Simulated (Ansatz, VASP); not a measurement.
# One calculation of SiC, two programs

```
CELL_PARAMETERS angstrom
0.00000 2.17805 2.17805
2.17805 0.00000 2.17805
2.17805 2.17805 0.00000
ATOMIC_POSITIONS crystal
Si 0.00000 0.00000 0.00000
C 0.25000 0.25000 0.25000
```

Alike in both runs: task single point; functional r2SCAN; k mesh 10 × 10 × 10; no spin polarisation.

```csv
,VASP,Ansatz
version,VASP 6.6.1,Ansatz 0.2.0
potentials or method,"VASP PAW PBE potentials, release 64 (Si, C)","plane waves, PAW"
plane-wave cutoff (eV),520,500
occupations,"gaussian, width 0.01 eV",fixed
valence electrons in the cell,8,8
```

```tsv
	VASP	Ansatz	Ansatz less VASP
gap on the k mesh at the Fermi level (eV)	1.72	1.71	-0.011
pressure (GPa)	-0.1	0.0	+0.18
```

VASP's potentials were made for PBE, not for r2SCAN.
